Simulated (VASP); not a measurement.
A run of VASP 6.6.1:

INCAR

```
PREC = Accurate
ENCUT = 520
EDIFF = 1E-6
ISMEAR = 0
SIGMA = 0.1
LREAL = F
LASPH = T
NELM = 150
ALGO = Normal
ISIF = 2
LWAVE = F
LCHARG = T
ISPIN = 2
MAGMOM = 1.01 0.62 0.62
LORBIT = 11
LMAXMIX = 4
GGA = PE
LELF = T
LVHAR = T
NBANDS = 22
```

The input KPOINTS:

```
Automatic mesh
0
Gamma
  14 14 12
```

File POSCAR:

```
NiO2
1.0
    3.5319669366      0.0000000000      0.0000000000
    0.0000000000      3.5319669366      0.0000000000
    0.0000000000      0.0000000000      4.2216665083
Ni O
1 2
Direct
    0.0000000000      0.0000000000      0.0000000000
    0.5000000000      0.0000000000      0.0000000000
    0.0000000000      0.5000000000      0.0000000000
```

Potentials or basis: VASP PAW PBE potentials, release 64 (Ni, O).

Launch:

```bash
$ cat potpaw_PBE.64/Ni/POTCAR potpaw_PBE.64/O/POTCAR > POTCAR
$ mpirun -np 1 vasp_std > vasp.out
```

Hardware: 1 thread of Intel(R) Xeon(R) Platinum 8488C (Sapphire Rapids), on a shared host.

Problem. How long does it take, and how much memory?

Solution. It took 5.1 min on 1 thread of Intel(R) Xeon(R) Platinum 8488C (Sapphire Rapids), on a shared host, peak memory 0.5 GiB. Counts: scf iterations 18, k points 252.
